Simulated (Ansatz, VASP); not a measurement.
# Two plane-wave programs on Ge

INCAR

```
PREC = Accurate
ENCUT = 520
EDIFF = 1E-6
ISMEAR = 0
SIGMA = 0.15
LREAL = F
LASPH = T
NELM = 60
ALGO = Fast
ISIF = 2
LWAVE = F
LCHARG = F
GGA = PE
NBANDS = 66
```

File KPOINTS:

```
regular mesh
0
Gamma
  15 15 4
```

The input POSCAR:

```
Ge
1.0
    4.1215611567      0.0000000000      0.0000000000
   -2.0607805784      3.5693766649      0.0000000000
    0.0000000000      0.0000000000     12.9783839263
Ge
8
Direct
    0.0000000000      0.0000000000      0.4067747625
    0.0000000000      0.0000000000      0.5932252375
    0.0000000000      0.0000000000      0.9067747625
    0.0000000000      0.0000000000      0.0932252375
    0.3333333333      0.6666666667      0.3442031336
    0.6666666667      0.3333333333      0.6557968664
    0.6666666667      0.3333333333      0.8442031336
    0.3333333333      0.6666666667      0.1557968664
```

Input for Ansatz:

```yaml
crystal:
  lattice:
    - [4.1215611567, 0.0, 0.0]
    - [-2.0607805784, 3.5693766649, 0.0]
    - [0.0, 0.0, 12.9783839263]
  atoms:
    - { symbol: Ge, position: [0.0, 0.0, 0.4067747625] }
    - { symbol: Ge, position: [0.0, 0.0, 0.5932252375] }
    - { symbol: Ge, position: [0.0, 0.0, 0.9067747625] }
    - { symbol: Ge, position: [0.0, 0.0, 0.0932252375] }
    - { symbol: Ge, position: [0.3333333333, 0.6666666667, 0.3442031336] }
    - { symbol: Ge, position: [0.6666666667, 0.3333333333, 0.6557968664] }
    - { symbol: Ge, position: [0.6666666667, 0.3333333333, 0.8442031336] }
    - { symbol: Ge, position: [0.3333333333, 0.6666666667, 0.1557968664] }
basis:
  ecutwfc: 420
kpoints:
  mp_grid: { grid: [15, 15, 4] }
hamiltonian:
  xc: pbe
scf:
  occupations: { method: gaussian, width: 0.15 }
output:
  forces: true
  stress: true
  eigenvalues: true
```

Alike in both runs: task single point; functional PBE; k mesh 15 × 15 × 4; occupations gaussian, width 0.15 eV; no spin polarisation.

|  | VASP | Ansatz |
| --- | --- | --- |
| version | VASP 6.6.1 | Ansatz 0.2.0 |
| potentials or method | VASP PAW PBE potentials, release 64 (Ge_d), cutoff 520 eV | scalar-relativistic, plane waves, PAW |
| valence electrons in the cell | 112 | 112 |

Ansatz gave:

| Property | Result |
| --- | --- |
| gap on the k mesh at the Fermi level (eV) | none |
| pressure (GPa) | 0.2 |
| traceless stress, the component that is largest in VASP (GPa) | 4.42 |
| rms of the force components (eV/Å) | 0.227 |

Problem. Estimate VASP's values.

Solution. gap on the k mesh at the Fermi level (eV): none; pressure (GPa): 0.1; traceless stress, the component that is largest in VASP (GPa): 4.41; rms of the force components (eV/Å): 0.226.

Atom by atom the forces differ by 0.001 eV/Å (rms over components). A gap of «none» marks a metal or a gap that the smearing closes. With one functional, cell and mesh, what is left measures potentials, basis and numerics.
